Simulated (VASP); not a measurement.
# Sm2Si (P-3m1) in VASP: notebook, part 2 of 2

VASP 6.6.1.

## (3) Single point, PBE

This run uses another cell than the first one, of 30.53 Å³/atom.

INCAR

```
  ALGO = Normal
  EDIFF = 1E-6
  ENCUT = 500
  GGA = PE
  GGA_COMPAT = F
  ISIF = 2
  ISMEAR = 0
  LASPH = T
  LCHARG = F
  LMAXMIX = 6
  LREAL = F
  LWAVE = F
  NBANDS = 20
  NELM = 200
  PREC = Accurate
  SIGMA = 0.1
```

KPOINTS

```
k-points
0
Gamma
  6 6 4
```

POSCAR

```
Sm2Si
1.0
    4.2946837141      0.0000000033      0.0000000000
   -2.1473418599      3.7193051959      0.0000000000
    0.0000000000      0.0000000000      5.7342740746
Sm Si
2 1
Direct
    0.3333333333      0.6666666667      0.2576253552
    0.6666666667      0.3333333333      0.7423746448
    0.0000000000      0.0000000000      0.0000000000
```

Potentials or basis: VASP PAW PBE potentials, release 64 (Sm_3, Si), 4f in core.

Launch:

```sh
$ cat potpaw_PBE.64/Sm_3/POTCAR potpaw_PBE.64/Si/POTCAR > POTCAR
$ mpirun -np 1 vasp_std > vasp.out
```

OUTCAR:

```text
EDIFF = 1E-6
   ENCUT = 500
   GGA = PE
   ISIF = 2
   ISMEAR = 0
   LASPH = T
   LREAL = F
   NELM = 200
   PREC = Accurate

 ion  position               nearest neighbor table
   1  0.333  0.667  0.258-   3 2.89   3 2.89   3 2.89   2 3.72   2 3.72   2 3.72
   2  0.667  0.333  0.742-   3 2.89   3 2.89   3 2.89   1 3.72   1 3.72   1 3.72
   3  0.000  0.000  0.000-   1 2.89   2 2.89   1 2.89   2 2.89   2 2.89   1 2.89

  LATTYP: Found a hexagonal cell.
 ALAT       =     4.2946837141
 C/A-ratio  =     1.3352028825

  Lattice vectors:

 A1 = (   4.2946837141,   0.0000000033,   0.0000000000)
 A2 = (  -2.1473418599,   3.7193051959,   0.0000000000)
 A3 = (   0.0000000000,   0.0000000000,   5.7342740746)

Analysis of symmetry for initial positions (statically):
=====================================================================
 Subroutine PRICEL returns:
 Original cell was already a primitive cell.

 Routine SETGRP: Setting up the symmetry group for a
 hexagonal supercell.

 Subroutine GETGRP returns: Found 12 space group operations
 (whereof 12 operations were pure point group operations)
 out of a pool of 24 trial point group operations.

The static configuration has the point symmetry D_3d.

Analysis of symmetry for dynamics (positions and initial velocities):
=====================================================================
 Subroutine PRICEL returns:
 Original cell was already a primitive cell.

 Routine SETGRP: Setting up the symmetry group for a
 hexagonal supercell.

 Subroutine GETGRP returns: Found 12 space group operations
 (whereof 12 operations were pure point group operations)
 out of a pool of 24 trial point group operations.

The dynamic configuration has the point symmetry D_3d.

 Subroutine INISYM returns: Found 12 space group operations
 (whereof 12 operations are pure point group operations),
 and found     1 'primitive' translations

----------------------------------------------------------------------------------------

                                     Primitive cell

  volume of cell :      91.5949

  direct lattice vectors                    reciprocal lattice vectors
     4.294683714  0.000000003  0.000000000     0.232846018  0.134433711  0.000000000
    -2.147341860  3.719305196  0.000000000    -0.000000000  0.268867422  0.000000000
     0.000000000  0.000000000  5.734274075     0.000000000  0.000000000  0.174389990

  length of vectors
     4.294683714  4.294683714  5.734274075     0.268867422  0.268867422  0.174389990

  position of ions in fractional coordinates (direct lattice)
     0.333333333  0.666666667  0.257625355
     0.666666667  0.333333333  0.742374645
     0.000000000  0.000000000  0.000000000

  ion indices of the primitive-cell ions
   primitive index   ion index
                 1           1
                 2           2
                 3           3

----------------------------------------------------------------------------------------

 KPOINTS: k-points

Automatic generation of k-mesh.
 Grid dimensions read from file:
 generate k-points for:    6    6    4

 Generating k-lattice:

  Cartesian coordinates                     Fractional coordinates (reciprocal lattice)
     0.038807670  0.022405619  0.000000000     0.166666667 -0.000000000  0.000000000
    -0.000000000  0.044811237  0.000000000     0.000000000  0.166666667  0.000000000
     0.000000000  0.000000000  0.043597498     0.000000000  0.000000000  0.250000000

  Length of vectors
     0.044811237  0.044811237  0.043597498

  Shift w.r.t. Gamma in fractional coordinates (k-lattice)
     0.000000000  0.000000000  0.000000000

 Subroutine IBZKPT returns following result:
 ===========================================

 Found     24 irreducible k-points:

 Following reciprocal coordinates:
            Coordinates               Weight
  0.000000  0.000000  0.000000      1.000000
  0.166667  0.000000  0.000000      6.000000
  0.333333  0.000000  0.000000      6.000000
  0.500000  0.000000  0.000000      3.000000
  0.166667  0.166667  0.000000      6.000000
  0.333333  0.166667  0.000000     12.000000
[... 16 lines left out ...]
  0.333333  0.166667  0.500000     12.000000
  0.333333  0.333333  0.500000      2.000000
   k-points           NKPTS =     24   k-points in BZ     NKDIM =     24   number of bands    NBANDS=     20
   number of dos      NEDOS =    301   number of ions     NIONS =      3
   total plane-waves  NPLWV =  43008
   dimension x,y,z NGX =    32 NGY =   32 NGZ =   42
   dimension x,y,z NGXF=    64 NGYF=   64 NGZF=   84
   ions per type =               2   1
   NGX,Y,Z   is equivalent  to a cutoff of  12.39, 12.39, 12.18 a.u.
   NGXF,Y,Z  is equivalent  to a cutoff of  24.77, 24.77, 24.35 a.u.
 SYSTEM =  unknown system
   PREC   = accura    normal or accurate (medium, high low for compatibility)
   ISTART =      0    job   : 0-new  1-cont  2-samecut
   ICHARG =      2    charge: 1-file 2-atom 10-const
   ISPIN  =      1    spin polarized calculation?
   LNONCOLLINEAR =      F non collinear calculations
   LSORBIT =      F    spin-orbit coupling
   LASPH  =      T    aspherical Exc in radial PAW
   ENCUT  =  500.0 eV  36.75 Ry    6.06 a.u.   7.83  7.83 10.45*2*pi/ulx,y,z
   NELM   =    200;   NELMIN=  2; NELMDL= -5     # of ELM steps
   EDIFF  = 0.1E-05   stopping-criterion for ELM
   LREAL  =      F    real-space projection
   EDIFFG = 0.1E-04   stopping-criterion for IOM
   NSW    =      0    number of steps for IOM
   IBRION =     -1    ionic relax: 0-MD 1-quasi-New 2-CG
   NFREE  =      0    steps in history (QN), initial steepest desc. (CG)
   ISIF   =      2    stress and relaxation
   ISYM   =      2    0-nonsym 1-usesym 2-fastsym
   POTIM  = 0.5000    time-step for ionic-motion
   TEBEG  =    0.0;   TEEND  =   0.0 temperature during run
   PSTRESS=    0.0 pullay stress
   NELECT =      26.0000    total number of electrons
   NUPDOWN=      -1.0000    fix difference up-down
   EMIN   =  10.00;   EMAX   =-10.00  energy-range for DOS
   EFERMI =   0.00;   METHOD = LEGACY
   ISMEAR =     0;   SIGMA  =   0.10  broadening in eV -4-tet -1-fermi 0-gaus
   EFERMI_NEDOS =   21; number of points for ismear=-14 and -15
   IALGO  =     38    algorithm
   IMIX   =      4    mixing-type and parameters
     AMIX     =   0.40;   BMIX     =  1.00
     AMIX_MAG =   1.60;   BMIX_MAG =  1.00
  volume/ion in A,a.u.               =      30.53       206.04
  Fermi-wavevector in a.u.,A,eV,Ry     =   1.075909  2.033173 15.749829  1.157580
  Thomas-Fermi vector in A             =   2.211778
   LORBIT       =      0    0 simple, 1 ext, 2 COOP (PROOUT), +10 PAW based schemes
   GGA     = PE    functional components
   LHFCALC =     F    Hartree Fock is set to
   AEXX    =    0.0000 exact exchange contribution
   IVDW    =     0    specifies the selected vdW correction
   LEPSILON=     F    determine dielectric tensor
   LRPA    =     F    only Hartree local field effects (RPA)
 non-spin polarized calculation
 Gauss-broadening in eV      SIGMA  =   0.10
  energy-cutoff  :      500.00
  volume of cell :       91.59
 maximum number of plane-waves:      2360
 NGX is ok and might be reduce to    32
   NGX = 15   NGY = 15   NGZ = 21

 number of electron      26.0000000 magnetization

 Free energy of the ion-electron system (eV)
  ---------------------------------------------------
  ext. energy  EPLUGINS =         0.00000000
  ---------------------------------------------------
  free energy    TOTEN  =       -15.36928605 eV

  energy without entropy =      -15.34309937  energy(sigma->0) =      -15.35619271

 E-fermi :   3.1811     XC(G=0):  -9.4592

 val. band max:        3.1772054630   @ k =   0.1667   0.0000   0.2500
 cond. band min:       3.2264422883   @ k =   0.3333   0.1667   0.5000
 fundamental gap:      0.0492368253
 Fermi energy:         3.1811308118

 k-point     1 :       0.0000    0.0000    0.0000
  band No.  band energies     occupation
      1     -37.8233      2.00000
      2     -37.7679      2.00000
      3     -17.5633      2.00000
      4     -17.2055      2.00000
      5     -17.2055      2.00000
      6     -17.0811      2.00000
[... 12 lines left out ...]
     19       6.0528      0.00000
     20       6.0528      0.00000
[... 507 lines left out ...]
 k-point    24 :       0.3333    0.3333    0.5000
  band No.  band energies     occupation
      1     -37.7879      2.00000
      2     -37.7879      2.00000
      3     -17.4494      2.00000
      4     -17.4494      2.00000
      5     -17.2691      2.00000
      6     -17.2587      2.00000
[... 12 lines left out ...]
     19       7.1710      0.00000
     20       7.1710      0.00000

------------------------ aborting loop because EDIFF is reached ----------------------------------------

  FORCE on cell =-STRESS in cart. coord.  units (eV):
  Direction    XX          YY          ZZ          XY          YZ          ZX
  --------------------------------------------------------------------------------------
  -------------------------------------------------------------------------------------
  Total        0.2494084      0.2494084      0.3176421      0.0000000      0.0000000      0.0000000
  in kB        4.3626491      4.3626491      5.5561910      0.0000000      0.0000000      0.0000000
  external PRESSURE =       4.7604964 kB  Pullay stress =       0.0000000 kB

 VOLUME and BASIS-vectors are now :
 -----------------------------------------------------------------------------
  energy-cutoff  :      500.00
  volume of cell :       91.59
      direct lattice vectors                 reciprocal lattice vectors
     4.294683714  0.000000003  0.000000000     0.232846018  0.134433711  0.000000000
    -2.147341860  3.719305196  0.000000000    -0.000000000  0.268867422  0.000000000
     0.000000000  0.000000000  5.734274075     0.000000000  0.000000000  0.174389990

 POSITION                                       TOTAL-FORCE (eV/Angst)
 -----------------------------------------------------------------------------------
     -0.00000      2.47954      1.47729         0.000000      0.000000      0.020594
      2.14734      1.23977      4.25698        -0.000000     -0.000000     -0.020594
      0.00000      0.00000      0.00000         0.000000      0.000000      0.000000
 -----------------------------------------------------------------------------------
    total drift:                                0.000000     -0.000000      0.000000

  FREE ENERGIE OF THE ION-ELECTRON SYSTEM (eV)
  ---------------------------------------------------
  free  energy   TOTEN  =       -15.3692860516 eV

  energy  without entropy=      -15.3430993707  energy(sigma->0) =      -15.35619271
```

OSZICAR:

```text
N       E                     dE             d eps       ncg     rms          rms(c)
DAV:   1     0.201091753574E+03    0.20109E+03   -0.12334E+04   960   0.110E+03
DAV:   2    -0.107749059838E+02   -0.21187E+03   -0.20805E+03  1064   0.307E+02
DAV:   3    -0.164509624118E+02   -0.56761E+01   -0.55838E+01  1308   0.471E+01
DAV:   4    -0.165169776390E+02   -0.66015E-01   -0.65778E-01  1188   0.505E+00
DAV:   5    -0.165183474331E+02   -0.13698E-02   -0.13694E-02  1288   0.712E-01    0.613E+00
DAV:   6    -0.153632371771E+02    0.11551E+01   -0.51895E+00  1040   0.773E+00    0.315E+00
DAV:   7    -0.153699858016E+02   -0.67486E-02   -0.29206E-01  1184   0.238E+00    0.165E+00
DAV:   8    -0.153706149006E+02   -0.62910E-03   -0.42266E-02  1184   0.143E+00    0.231E-01
DAV:   9    -0.153692233536E+02    0.13915E-02   -0.99517E-03  1116   0.451E-01    0.132E-01
DAV:  10    -0.153692916846E+02   -0.68331E-04   -0.60122E-04  1148   0.166E-01    0.343E-02
DAV:  11    -0.153692865065E+02    0.51781E-05   -0.13333E-04  1140   0.461E-02    0.134E-02
DAV:  12    -0.153692860516E+02    0.45488E-06   -0.82226E-06  1172   0.249E-02
   1 F= -.15369286E+02 E0= -.15356193E+02  d E =-.261867E-01
```

stdout:

```text
POSCAR found type information on POSCAR SmSi
 POSCAR found :  2 types and       3 ions
 scaLAPACK will be used
 LDA part: xc-table for (Slater+PW92), standard interpolation
 POSCAR, INCAR and KPOINTS ok, starting setup
 FFT: planning ... GRIDC
 FFT: planning ... GRID_SOFT
 FFT: planning ... GRID
 WAVECAR not read
 entering main loop
```

Wall time 23 s (1 thread of Intel Xeon Platinum 8559C (Emerald Rapids), shared host); peak memory 0.21 GiB.

Results:

- Free energy: -15.3693 eV
- Pressure: 0.5 GPa
- Largest force: 0.021 eV/Å
- Band gap on the k mesh: zero (bands 13 and 14 overlap by 0.99 eV)

Forces in eV/Å, atoms in the order of the input:
```
Sm   0.000  0.000  0.021
Sm   0.000  0.000 -0.021
Si   0.000  0.000  0.000
```

Caveat: spin-orbit coupling is left out, which moves the levels of the heavy elements; the 4f electrons are frozen in the core, so they carry no moment and show no levels. Spin polarisation is off, so any magnetic state and its effect on volume and gap are missing.

## (4) Relaxation of cell and atoms, PBE

INCAR

```
PREC = Accurate ; ENCUT = 500
EDIFF = 1E-7 ; ISMEAR = 0
SIGMA = 0.1 ; LREAL = False
LASPH = True ; NELM = 200
ALGO = Normal ; ISIF = 3
LWAVE = False ; LCHARG = False
GGA = PE ; IBRION = 2
NSW = 90 ; EDIFFG = -0.04
GGA_COMPAT = False ; NELMIN = 4
LMAXMIX = 6
```

KPOINTS

```
Automatic mesh
0
Gamma
  6 6 4
```

POSCAR

```
Sm2Si
1.0
    3.7120717300      0.0000000000      0.0000000000
   -1.8560358700      3.2147484200      0.0000000000
    0.0000000000      0.0000000000      5.0926840000
Sm Si
2 1
Direct
    0.3333333300      0.6666666700      0.2500000000
    0.6666666700      0.3333333300      0.7500000000
    0.0000000000      0.0000000000      0.0000000000
```

Launch:

```sh
$ cat potpaw_PBE.64/Sm_3/POTCAR potpaw_PBE.64/Si/POTCAR > POTCAR
$ mpirun -np 1 vasp_std > vasp.out
```

Run time: 6.1 min. Hardware: 1 thread of Intel Xeon Platinum 8559C (Emerald Rapids), shared host; peak memory 0.2 GiB.

The run converged. Its results:

```
Free energy                           : -15.4906 eV
Relaxed volume                        : 32.93 Å³/atom
Relaxed cell                          : a = 4.090 Å, b = 4.090 Å, c = 6.818 Å, α = 90.00°, β = 90.00°, γ = 120.00°
Space group after relaxing (to 0.1 Å) : P-3m1 (No. 164)
Energy gained by relaxing             : 1219.6 meV/atom
Ionic steps                           : 29
Pressure after relaxing               : 0.1 GPa
Largest force after relaxing          : 0.037 eV/Å
Band gap on the k mesh                : zero (bands 13 and 14 overlap by 0.43 eV)
```

Forces in eV/Å, atoms in the order of the input:
```
Sm   0.000  0.000 -0.037
Sm   0.000  0.000  0.037
Si   0.000  0.000  0.000
```

The path:
```
step  energy change (eV)  largest force (eV/Å)  pressure (GPa)  volume (Å³)
   1              0.0000                5.5552           47.31        60.77
   2             -1.2441                2.0236           -9.05       129.96
   3             -3.4265                0.8818           -0.61        88.70
   4             -3.4363                0.7659            0.16        87.47
   5             -3.4389                0.6734            0.77        86.54
   6             -3.4794                0.5343            0.37        88.26
   7             -3.5312                0.1836           -0.67        93.23
   8             -3.5315                0.1620           -0.74        93.57
   9             -3.5319                0.1439            0.87        91.44
  10             -3.5360                0.0076            0.07        92.47
  11             -3.5365                0.0034            0.07        92.60
  12             -3.5389                0.0087            0.08        92.99
  13             -3.5471                0.0302            0.07        93.74
  14             -3.5717                0.0446           -0.03        95.17
  15             -3.6265                0.0786           -0.29        97.79
  16             -3.5963                0.3343           -1.24       102.00
  17             -3.6520                0.1216           -0.46        99.20
  18             -3.6551                0.1628           -0.63        99.87
  19             -3.6550                0.1503           -0.58        99.68
  20             -3.6552                0.1514           -0.58        99.71
  21             -3.6556                0.1546           -0.58        99.78
  22             -3.6556                0.1557           -0.58        99.80
  23             -3.6560                0.1487           -0.54        99.73
  24             -3.6569                0.1274           -0.42        99.51
  25             -3.6582                0.0842           -0.16        99.07
  26             -3.6580                0.0042            0.36        98.21
  27             -3.6586                0.0448            0.07        98.68
  28             -3.6586                0.0428            0.07        98.71
  29             -3.6588                0.0370            0.06        98.78
```

Final structure:
```
CELL_PARAMETERS angstrom
4.09021 0.00000 0.00000
-2.04510 3.54222 0.00000
0.00000 0.00000 6.81778
ATOMIC_POSITIONS crystal
Sm 0.33333 0.66667 0.24060
Sm 0.66667 0.33333 0.75940
Si 0.00000 0.00000 0.00000
```

Levels at points of the mesh, in eV from the Fermi level:
```tsv
k point	band 9	band 10	band 11	band 12	band 13	band 14	band 15	band 16	band 17
(0.00, 0.00, 0.00)	-7.30	-2.84	-1.33	-0.45	-0.45	1.11	1.57	1.57	2.00
(0.50, 0.00, 0.00)	-6.32	-2.70	-1.19	-0.73	-0.65	0.00	0.71	3.47	3.68
(0.00, 0.00, 0.50)	-7.14	-3.48	-0.54	-0.54	-0.18	0.29	1.31	1.31	2.61
(0.50, 0.00, 0.50)	-6.35	-2.65	-1.27	-0.48	-0.29	0.21	0.29	2.34	2.69
```

Caveat: the volume moved by over 15 % at a fixed basis, so the end points are rough; spin-orbit coupling is left out, which moves the levels of the heavy elements; the 4f electrons are frozen in the core, so they carry no moment and show no levels.

## (5) The runs side by side

```tsv
task	cell	gap on the mesh (eV)	pressure (GPa)	largest force (eV/Å)
single point	a = 3.712, b = 3.712, c = 5.093 Å, angles 90.0, 90.0, 120.0°, 3 atoms, atomic positions A	none	47.3	5.55
single point	a = 4.295, b = 4.295, c = 5.734 Å, angles 90.0, 90.0, 120.0°, 3 atoms, atomic positions B	none	0.5	0.02
relaxation of cell and atoms	relaxed from a = 3.712, b = 3.712, c = 5.093 Å, angles 90.0, 90.0, 120.0°, 3 atoms, atomic positions A	none	0.1	0.04
```

Alike in all rows: level PBE; potentials or basis VASP PAW PBE potentials, release 64 (Sm_3, Si), 4f in core; no spin polarisation; k mesh 6 × 6 × 4; cutoff (eV) 500; smearing gaussian 0.1 eV.

Caveats: spin-orbit coupling is left out, which moves the levels of the heavy elements; the 4f electrons are frozen in the core, so they carry no moment and show no levels; the stress differs along the axes, from 42 to 50 GPa (at least some runs); forces of over 1 eV/Å act on the atoms, so gaps and moduli don't describe the material at rest (at least some runs); the volume moved by over 15 % at a fixed basis, so the end points are rough (at least some runs).

Total energies depend on the potentials used, so only differences within one code and one set of settings carry meaning.

The gap in the log of VASP goes by the Fermi energy; the results here count the filled bands.